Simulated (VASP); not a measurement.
# Sn3O4 (Pmmm) in VASP: single point with PBE

Aim: the single point of Sn3O4 with PBE.

All numbers are computed with VASP 6.6.1; they aren't measurements. Logs are shortened: lines on timing, memory, paths and dates and some standing lists are left out, and cuts for length are marked.

## (1) The cell of the first run

The structure is orthorhombic, space group Pmmm (No. 47). The conventional cell has a = 3.111 Å, b = 6.055 Å, c = 7.490 Å, α = 90.00°, β = 90.00°, γ = 90.00°. Sn (site symmetry mm2) has 4 O at 2.13 Å within 2.8 Å. Sn (site symmetry mmm) has 4 O at 2.34 Å and 2 Sn at 3.11 Å within 3.2 Å. O (site symmetry m) has 3 Sn at 2.13 to 2.34 Å and 1 O at 2.66 Å within 2.8 Å.

## (2) Single point, PBE (20.16 Å³/atom)

Input file INCAR:

```
SYSTEM = Sn3O4
PREC = Accurate ; ENCUT = 520
EDIFF = 1E-6 ; ISMEAR = 0
SIGMA = 0.1 ; LREAL = .FALSE.
LASPH = .TRUE. ; NELM = 60
ALGO = Normal ; ISIF = 2
LWAVE = .FALSE. ; LCHARG = .FALSE.
GGA = PE ; NBANDS = 79
KPAR = 4
```

Input file KPOINTS:

```
Automatic mesh
0
G
  6 6 6
  0 0 0
```

Input file POSCAR:

```
Sn3O4
1.0
    7.4896884044      0.0000000000      0.0076901133
    0.0000000000      6.0547718214      0.0000000000
   -0.0063894842      0.0000000000      6.2229571814
Sn O
6 8
Direct
    0.7943914402      0.5000000000      0.2500000000
    0.2056085598      0.5000000000      0.2500000000
    0.2056085598      0.5000000000      0.7500000000
    0.7943914402      0.5000000000      0.7500000000
    0.5000000000      0.0000000000      0.0000000000
    0.5000000000      0.0000000000      0.5000000000
    0.7156995467      0.2804961233      1.0000000000
    0.2843004533      0.2804961233      0.5000000000
    0.2843004533      0.7195038767      0.0000000000
    0.7156995467      0.7195038767      0.5000000000
    0.2842889572      0.2804886879      0.0000000000
    0.7157110428      0.2804886879      0.5000000000
    0.7157110428      0.7195113121      1.0000000000
    0.2842889572      0.7195113121      0.5000000000
```

Potentials or basis: VASP PAW PBE potentials, release 64 (Sn_d, O).

On the command line:

```console
$ cat potpaw_PBE.64/Sn_d/POTCAR potpaw_PBE.64/O/POTCAR > POTCAR
$ mpirun -np 4 vasp_std > vasp.out
```

OUTCAR:

```text
SYSTEM = Sn3O4
   PREC = Accurate
   ENCUT = 520
   EDIFF = 1E-6
   ISMEAR = 0
   LREAL = .FALSE.
   LASPH = .TRUE.
   NELM = 60
   ISIF = 2
   GGA = PE

 ion  position               nearest neighbor table
   1  0.794  0.500  0.250-  10 2.13   7 2.13  12 2.13  13 2.13   2 3.08   4 3.11   4 3.11
   2  0.206  0.500  0.250-   9 2.13   8 2.13  11 2.13  14 2.13   1 3.08   3 3.11   3 3.11
   3  0.206  0.500  0.750-   8 2.13   9 2.13  14 2.13  11 2.13   4 3.08   2 3.11   2 3.11
   4  0.794  0.500  0.750-   7 2.13  10 2.13  13 2.13  12 2.13   3 3.08   1 3.11   1 3.11
   5  0.500  0.000  0.000-   7 2.34   9 2.34  11 2.34  13 2.34   6 3.11   6 3.11
   6  0.500  0.000  0.500-   8 2.34  10 2.34  12 2.34  14 2.34   5 3.11   5 3.11
   7  0.716  0.280  0.000-   4 2.13   1 2.13   5 2.34
   8  0.284  0.280  0.500-   3 2.13   2 2.13   6 2.34
   9  0.284  0.720  0.000-   2 2.13   3 2.13   5 2.34
  10  0.716  0.720  0.500-   1 2.13   4 2.13   6 2.34
  11  0.284  0.280  0.000-   2 2.13   3 2.13   5 2.34
  12  0.716  0.280  0.500-   1 2.13   4 2.13   6 2.34
  13  0.716  0.720  0.000-   4 2.13   1 2.13   5 2.34
  14  0.284  0.720  0.500-   3 2.13   2 2.13   6 2.34

  LATTYP: Found a simple orthorhombic cell.
 ALAT       =     6.0547718214
 B/A-ratio  =     1.0277778660
 C/A-ratio  =     1.2369900259

  Lattice vectors:

 A1 = (   0.0000000000,   6.0547718214,   0.0000000000)
 A2 = (  -0.0063894842,   0.0000000000,   6.2229571814)
 A3 = (   7.4896884044,   0.0000000000,   0.0076901133)

Analysis of symmetry for initial positions (statically):
=====================================================================
 Subroutine PRICEL returns:
 Original cell was already a primitive cell.

 Routine SETGRP: Setting up the symmetry group for a
 simple orthorhombic supercell.

 Subroutine GETGRP returns: Found  8 space group operations
 (whereof  4 operations were pure point group operations)
 out of a pool of  8 trial point group operations.

The static configuration has the point symmetry C_2h.
 The point group associated with its full space group is D_2h.

Analysis of symmetry for dynamics (positions and initial velocities):
=====================================================================
 Subroutine PRICEL returns:
 Original cell was already a primitive cell.

 Routine SETGRP: Setting up the symmetry group for a
 simple orthorhombic supercell.

 Subroutine GETGRP returns: Found  8 space group operations
 (whereof  4 operations were pure point group operations)
 out of a pool of  8 trial point group operations.

The dynamic configuration has the point symmetry C_2h.
 The point group associated with its full space group is D_2h.

 Subroutine INISYM returns: Found  8 space group operations
[... 141 lines left out ...]
     AMIX_MAG =   1.60;   BMIX_MAG =  1.00
  volume/ion in A,a.u.               =      20.16       136.03
  Fermi-wavevector in a.u.,A,eV,Ry     =   1.270808  2.401479 21.972762  1.614952
  Thomas-Fermi vector in A             =   2.403775
   LORBIT       =      0    0 simple, 1 ext, 2 COOP (PROOUT), +10 PAW based schemes
   GGA     = PE    functional components
   LHFCALC =     F    Hartree Fock is set to
   AEXX    =    0.0000 exact exchange contribution
   IVDW    =     0    specifies the selected vdW correction
   LEPSILON=     F    determine dielectric tensor
   LRPA    =     F    only Hartree local field effects (RPA)
 non-spin polarized calculation
 Gauss-broadening in eV      SIGMA  =   0.10
  energy-cutoff  :      520.00
  volume of cell :      282.20
 maximum number of plane-waves:      7632
 NGX is ok and might be reduce to    56
   NGX = 27   NGY = 23   NGZ = 23

 number of electron     132.0000037 magnetization

 Free energy of the ion-electron system (eV)
  ---------------------------------------------------
  ext. energy  EPLUGINS =         0.00000000
  ---------------------------------------------------
  free energy    TOTEN  =       -78.70869190 eV

  energy without entropy =      -78.70384047  energy(sigma->0) =      -78.70626618

 E-fermi :   3.3068     XC(G=0):  -8.8541

 val. band max:        3.2873617910   @ k =   0.0000   0.1667   0.1667
 cond. band min:       3.3110318571   @ k =   0.0000   0.1667   0.0000
 fundamental gap:      0.0236700661
 Fermi energy:         3.3067798831

 k-point     1 :       0.0000    0.0000    0.0000
  band No.  band energies     occupation
      1     -18.1648      2.00000
      2     -18.1451      2.00000
      3     -18.0698      2.00000
      4     -17.9763      2.00000
      5     -17.8659      2.00000
      6     -17.7990      2.00000
[... 1933 lines left out ...]
     77       9.1316      0.00000
     78       9.1995      0.00000

 [... further k-points ...]

 [bands above 78 left out]

------------------------ aborting loop because EDIFF is reached ----------------------------------------

  FORCE on cell =-STRESS in cart. coord.  units (eV):
  Direction    XX          YY          ZZ          XY          YZ          ZX
  --------------------------------------------------------------------------------------
  -------------------------------------------------------------------------------------
  Total      -10.1396855     -9.7932557     -9.6470491     -0.0000000      0.0000000     -0.0005058
  in kB      -57.5673534    -55.6005229    -54.7704450     -0.0000000      0.0000000     -0.0028718
  external PRESSURE =     -55.9794404 kB  Pullay stress =       0.0000000 kB

 VOLUME and BASIS-vectors are now :
 -----------------------------------------------------------------------------
  energy-cutoff  :      520.00
  volume of cell :      282.20
      direct lattice vectors                 reciprocal lattice vectors
     7.489688404  0.000000000  0.007690113     0.133516762  0.000000000  0.000137090
     0.000000000  6.054771821  0.000000000     0.000000000  0.165158990  0.000000000
    -0.006389484  0.000000000  6.222957181    -0.000164995  0.000000000  0.160695135

 POSITION                                       TOTAL-FORCE (eV/Angst)
 -----------------------------------------------------------------------------------
      5.94815      3.02739      1.56185         0.049592     -0.000000      0.000051
      1.53835      3.02739      1.55732        -0.049592     -0.000000     -0.000051
      1.53515      3.02739      4.66880        -0.049592      0.000000     -0.000051
      5.94495      3.02739      4.67333         0.049592      0.000000      0.000051
      3.74484      0.00000      0.00385        -0.000000      0.000000      0.000000
      3.74165      0.00000      3.11532        -0.000000      0.000000      0.000000
      5.36037      1.69834      0.00550        -0.020375     -0.046357     -0.000021
      2.12613      1.69834      3.11366         0.020375     -0.046357      0.000021
      2.12932      4.35643      0.00219         0.020375      0.046357      0.000021
      5.35717      4.35643      3.11698        -0.020375      0.046357     -0.000021
      2.12924      1.69830      0.00219         0.020449     -0.046353      0.000021
      5.35726      1.69830      3.11698        -0.020449     -0.046353     -0.000021
      5.36045      4.35648      0.00550        -0.020449      0.046353     -0.000021
      2.12604      4.35648      3.11366         0.020449      0.046353      0.000021
 -----------------------------------------------------------------------------------
    total drift:                                0.000000      0.000000      0.000000

  FREE ENERGIE OF THE ION-ELECTRON SYSTEM (eV)
  ---------------------------------------------------
  free  energy   TOTEN  =       -78.7086918975 eV

  energy  without entropy=      -78.7038404700  energy(sigma->0) =      -78.70626618
```

stdout:

```text
POSCAR found type information on POSCAR SnO
 POSCAR found :  2 types and      14 ions
 scaLAPACK will be used
 LDA part: xc-table for (Slater+PW92), standard interpolation
 POSCAR, INCAR and KPOINTS ok, starting setup
 FFT: planning ... GRIDC
 FFT: planning ... GRID_SOFT
 FFT: planning ... GRID
 WAVECAR not read
 entering main loop
```

Wall time 8 min (4 MPI ranks of Intel Xeon Platinum 8375C at 2.90GHz (Ice Lake), shared host); peak memory 0.99 GiB.

What came out:

* Free energy: -78.7087 eV
* Pressure: -5.6 GPa
* Largest force: 0.051 eV/Å
* Band gap on the k mesh: zero (bands 66 and 67 overlap by 0.41 eV)

Forces on the atoms (eV/Å):
```
Sn   0.050  0.000  0.000
Sn  -0.050  0.000  0.000
Sn  -0.050  0.000  0.000
Sn   0.050  0.000  0.000
Sn   0.000  0.000  0.000
Sn   0.000  0.000  0.000
O   -0.020 -0.046  0.000
O    0.020 -0.046  0.000
O    0.020  0.046  0.000
O   -0.020  0.046  0.000
O    0.020 -0.046  0.000
O   -0.020 -0.046  0.000
O   -0.020  0.046  0.000
O    0.020  0.046  0.000
```

Caveat: the cell stands under tension; semilocal functionals underestimate gaps, and a narrow one can read as zero; spin-orbit coupling is left out, which moves the levels of the heavy elements.

The gap in the log of VASP goes by the Fermi energy; the results here count the filled bands.